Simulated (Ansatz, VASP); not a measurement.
## Ba: VASP beside Ansatz

```xyz
1
Lattice="-2.3468 2.3468 2.3468 2.3468 -2.3468 2.3468 2.3468 2.3468 -2.3468" Properties=species:S:1:pos:R:3 pbc="T T T"
Ba    0.0000    0.0000    0.0000
```

Alike in both runs: task single point; functional LDA; k mesh 15 × 15 × 15; occupations fermi-dirac, width 0.1 eV; no spin polarisation.

```csv
,VASP,Ansatz
version,VASP 6.6.1,Ansatz 0.2.0
potentials or method,"VASP PAW LDA potentials, release 64 (Ba_sv), cutoff 520 eV","plane waves (420 eV) with PAW, scalar-relativistic"
valence electrons in the cell,10,10
```

Ansatz gave:

```
pressure (GPa) : 0.4
```

Q: Estimate VASP's values.

A: Pressure (GPa): 0.6.

Ansatz warns that its potentials were made for another functional, while VASP's fit it. LDA's correlation is that of Perdew and Zunger in VASP and of Perdew and Wang (1992) in Ansatz.

Neither program's run includes spin-orbit coupling.
